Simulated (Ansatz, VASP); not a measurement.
One calculation of BAs, two programs

```
B As
1.0
     0.00000    2.41993    2.41993
     2.41993    0.00000    2.41993
     2.41993    2.41993    0.00000
B As
1 1
Cartesian
  0.0000 0.0000 0.0000
  1.2100 1.2100 1.2100
```

Alike in both runs: task single point; functional PBE; k mesh 8 × 8 × 8; no spin polarisation.

```csv
,VASP,Ansatz
version,VASP 6.6.1,Ansatz 0.2.0
potentials or method,"VASP PAW PBE potentials, release 64 (B, As), cutoff 520 eV","plane waves, PAW"
occupations,"gaussian, width 0.01 eV",fixed
valence electrons in the cell,8,18
```

|  | VASP | Ansatz | Ansatz less VASP |
| --- | --- | --- | --- |
| pressure (GPa) | -1.9 | -2.4 | -0.54 |

VASP's potentials hold 8 valence electrons a cell and Ansatz's 18, so a difference there can come from the potentials and not from the codes.
